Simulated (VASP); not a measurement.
Crystal: H.

```
CELL_PARAMETERS angstrom
-1.69153 1.69153 2.05847
1.69153 -1.69153 2.05847
1.69153 1.69153 -2.05847
ATOMIC_POSITIONS crystal
H 0.90986 0.90986 0.00000
H 0.09014 0.09014 0.00000
```

```yaml
Program: VASP 6.6.1
Task: relaxation of cell and atoms
Functional: LDA
Potentials_or_basis: VASP PAW LDA potentials, release 64 (H_h)
Cutoff: 1230 eV
k_mesh: 14 × 14 × 14
Occupations: fermi-dirac, width 0.1 eV
Spin: no spin polarisation
```

At the start: pressure 0.9 GPa; volume 11.78 Å³/atom.

Problem. Where does the relaxation end?

Solution. Over 47 steps the energy falls by 22.5 meV/atom and the volume is 7.64 Å³/atom (-35.1 %); space group I4/mmm (No. 139, to 0.1 Å) before and after.

Step by step:
| step | energy change (eV) | largest force (eV/Å) | pressure (GPa) | volume (Å³) |
| --- | --- | --- | --- | --- |
| 1 | 0.0000 | 0.9773 | 0.94 | 23.56 |
| 3 | -0.0133 | 0.0233 | -0.77 | 23.62 |
| 5 | -0.0133 | 0.0225 | -0.69 | 23.62 |
| 7 | -0.0160 | 0.0290 | -0.68 | 23.03 |
| 9 | -0.0277 | 0.0770 | -0.57 | 20.50 |
| 11 | -0.0218 | 0.5644 | 4.08 | 12.21 |
| 13 | -0.0414 | 0.3836 | 0.78 | 15.97 |
| 15 | -0.0438 | 0.1335 | 0.30 | 15.53 |
| 17 | -0.0441 | 0.0029 | 0.04 | 15.29 |
| 19 | -0.0441 | 0.0050 | 0.03 | 15.27 |
| 21 | -0.0441 | 0.0054 | 0.03 | 15.27 |
| 23 | -0.0442 | 0.0071 | 0.03 | 15.26 |
| 25 | -0.0443 | 0.0135 | 0.02 | 15.22 |
| 27 | -0.0447 | 0.0334 | 0.00 | 15.08 |
| 29 | -0.0448 | 0.0415 | 0.02 | 14.95 |
| 31 | -0.0449 | 0.0020 | 0.14 | 14.94 |
| 33 | -0.0449 | 0.0021 | 0.14 | 14.94 |
| 35 | -0.0449 | 0.0026 | 0.13 | 14.97 |
| 37 | -0.0450 | 0.0081 | 0.08 | 15.10 |
| 39 | -0.0450 | 0.0033 | 0.05 | 15.10 |
| 41 | -0.0450 | 0.0153 | -0.02 | 15.20 |
| 43 | -0.0450 | 0.0209 | -0.05 | 15.25 |
| 45 | -0.0450 | 0.0112 | -0.03 | 15.27 |
| 47 | -0.0450 | 0.0003 | -0.01 | 15.28 |

Final structure:
```
H
1.0
    -1.40402    1.40402    1.93840
     1.40402   -1.40402    1.93840
     1.40402    1.40402   -1.93840
H
2
Direct
  0.90047 0.90047 0.00000
  0.09953 0.09953 0.00000
```

Caveat: the volume moved by over 15 % at a fixed basis, so the end points are rough.
